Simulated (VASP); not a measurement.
A run of VASP 6.6.1 is set up as follows.

INCAR

```
SYSTEM = Si
ALGO = Normal
DIPOL = 0.5 0.5 0.373
EDIFF = 1E-7
ENCUT = 520
GGA = PE
IDIPOL = 3
ISIF = 2
ISMEAR = 0
IVDW = 12
LASPH = .TRUE.
LCHARG = .FALSE.
LDIPOL = .TRUE.
LREAL = .FALSE.
LWAVE = .FALSE.
NBANDS = 16
NELM = 80
PREC = Accurate
SIGMA = 0.1
```

Contents of KPOINTS:

```
k-points
0
G
  9 9 1
  0 0 0
```

Contents of POSCAR:

```
Si
1.0
    3.8475254764      0.0000000000      0.0000000000
   -1.9237627382      3.3320548043      0.0000000000
    0.0000000000      0.0000000000     18.4415958250
Si
4
Direct
    0.3333333333      0.6666666667      0.2695427207
    0.6666666667      0.3333333333      0.2440135899
    0.6666666667      0.5000000000      0.5011277718
    0.3333333333      0.8333333333      0.4755986410
```

Potentials or basis: VASP PAW PBE potentials, release 64 (Si).

Launch:

```console
$ cat potpaw_PBE.64/Si/POTCAR > POTCAR
$ mpirun -np 1 vasp_std > vasp.out
```

(1) Estimate the band gap on the k mesh.

(2) Predict the largest force.

(3) Estimate the dispersion energy per atom.

## Answers

(1) 0.42 eV (least direct gap 0.52 eV).

(2) 0.188 eV/Å.

(3) -0.248 eV.

Caveat: the cell differs from its parent crystal (layers slid over each other).
